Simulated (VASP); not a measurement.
Input of a VASP 6.6.1 run:

POSCAR

```
Ru
1.0
    2.6505640930      0.0000000000      0.0000000000
   -1.3252820465      2.2954558389      0.0000000000
    0.0000000000      0.0000000000      4.1944897589
Ru
2
Direct
    0.6666666667      0.3333333333      0.7500000000
    0.3333333333      0.6666666667      0.2500000000
```

File INCAR.step1:

```
SYSTEM = Ru
PREC = Accurate ; ENCUT = 520
EDIFF = 1E-5 ; ISMEAR = -1
SIGMA = 0.05 ; LREAL = .False.
LASPH = .True. ; NELM = 60
ALGO = Normal ; ISIF = 2
LWAVE = .True. ; GGA = PE
NBANDS = 21
```

File INCAR.step2:

```
SYSTEM = Ru
PREC = Accurate ; ENCUT = 520
EDIFF = 1E-7 ; ISMEAR = -1
SIGMA = 0.05 ; LREAL = .False.
LASPH = .True. ; NELM = 60
ALGO = Normal ; ISIF = 2
LWAVE = .False. ; LCHARG = .True.
GGA = PE ; LHFCALC = .True.
AEXX = 0.25 ; PRECFOCK = Normal
LELF = .True. ; LVHAR = .True.
ISTART = 1 ; NBANDS = 21
```

The input KPOINTS:

```
Automatic mesh
0
Gamma
  6 6 4
  0 0 0
```

Potentials or basis: VASP PAW PBE potentials, release 64 (Ru_pv).

The run is started by

```console
$ cat potpaw_PBE.64/Ru_pv/POTCAR > POTCAR
$ cp INCAR.step1 INCAR
$ mpirun -np 1 vasp_std > vasp.out
$ cp INCAR.step2 INCAR
$ mpirun -np 1 vasp_std > vasp.out
```

(1) Predict the band gap on the k mesh.

(2) What does it give for the pressure?

Answers

(1) zero (band 14 reaches 15.98 eV, above the bottom of band 15 at 11.31 eV).

(2) 15.1 GPa.

Caveat: the k points lie up to 0.46 Å⁻¹ apart; the PAW data sets were made with another functional, which shifts forces and pressure a little.
